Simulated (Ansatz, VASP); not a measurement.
## One calculation of Pb, two programs

File INCAR:

```
  PREC = Accurate
  ENCUT = 520
  EDIFF = 1E-7
  ISMEAR = -1
  SIGMA = 0.1
  LREAL = F
  LASPH = T
  NELM = 80
  ALGO = Normal
  ISIF = 2
  LWAVE = F
  LCHARG = F
  GGA = RE
  NBANDS = 36
```

KPOINTS

```
Automatic mesh
0
Gamma
  11 11 3
```

POSCAR

```
Pb
1.0
    3.6090988590      0.0000000000      0.0000000000
   -1.8045494295      3.1255712967      0.0000000000
    0.0000000000      0.0000000000     11.6533017917
Pb
4
Direct
    0.0000000000      0.0000000000      0.0000000000
    0.0000000000      0.0000000000      0.5000000000
    0.3333333333      0.6666666667      0.2500000000
    0.6666666667      0.3333333333      0.7500000000
```

Input for Ansatz:

```yaml
crystal:
  lattice:
    - [3.609098859, 0.0, 0.0]
    - [-1.8045494295, 3.1255712967, 0.0]
    - [0.0, 0.0, 11.6533017917]
  atoms:
    - { symbol: Pb, position: [0.0, 0.0, 0.0] }
    - { symbol: Pb, position: [0.0, 0.0, 0.5] }
    - { symbol: Pb, position: [0.3333333333, 0.6666666667, 0.25] }
    - { symbol: Pb, position: [0.6666666667, 0.3333333333, 0.75] }
hamiltonian:
  xc: revpbe
  pseudopotentials:
    kind: paw
    azcp:
      Pb: "pseudopotentials/Pb.paw.azcp"
basis:
  ecutwfc: 420
  fft_grid_basis: typed
kpoints:
  mp_grid: { grid: [11, 11, 3], shift: [0, 0, 0] }
magnetization:
  spin_polarized: false
scf:
  occupations: { method: fermi_dirac, width: 0.1 }
  lower_state_search: "off"
output:
  stress: true
  write_density: true
  write_potential: true
  elf: true
  volumetric_format: npy
```

Alike in both runs: task single point; functional revPBE; k mesh 11 × 11 × 3; occupations fermi-dirac, width 0.1 eV; no spin polarisation.

```csv
,VASP,Ansatz
version,VASP 6.6.1,Ansatz 0.2.0
potentials or method,"VASP PAW PBE potentials, release 64 (Pb_d), cutoff 520 eV","plane waves (420 eV) with PAW, scalar-relativistic"
valence electrons in the cell,56,56
```

|  | VASP | Ansatz | Ansatz less VASP |
| --- | --- | --- | --- |
| pressure (GPa) | -0.1 | 0.0 | +0.05 |
| traceless stress, the component that is largest in VASP (GPa) | 0.19 | 0.20 | +0.006 |

VASP's potentials were made for PBE, not for revPBE. With one functional, cell and mesh, what is left measures potentials, basis and numerics.

Neither program's run includes spin-orbit coupling.
